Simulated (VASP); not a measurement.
A run of VASP 6.6.1:

File INCAR:

```
SYSTEM = Sb
PREC = Accurate ; ENCUT = 520
EDIFF = 1E-6 ; ISMEAR = 0
SIGMA = 0.15 ; LREAL = .False.
LASPH = .True. ; NELM = 80
ALGO = Normal ; ISIF = 2
LWAVE = .False. ; LCHARG = .True.
GGA = PS ; LELF = .True.
LVHAR = .True. ; NBANDS = 8
```

Contents of KPOINTS:

```
Automatic mesh
0
Gamma
  16 16 16
  0 0 0
```

The input POSCAR:

```
Sb
1.0
    3.1600000000      0.0000000000      0.0000000000
    0.0000000000      3.3022000000      0.0000000000
    0.0000000000      0.0000000000      3.1600000000
Sb
1
Direct
    0.0000000000      0.0000000000      0.0000000000
```

Potentials or basis: VASP PAW PBE potentials, release 64 (Sb).

Command:

```console
$ cat potpaw_PBE.64/Sb/POTCAR > POTCAR
$ mpirun -np 1 vasp_std > vasp.out
```

Hardware: 1 thread of Intel(R) Xeon(R) 6975P-C (Granite Rapids), with other jobs on the host.

Task: Estimate the wall time of this run.

Result: Run time: 19 s on 1 thread of Intel(R) Xeon(R) 6975P-C (Granite Rapids), with other jobs on the host, peak memory 0.22 GiB. Counts: scf iterations 9, k points 405.
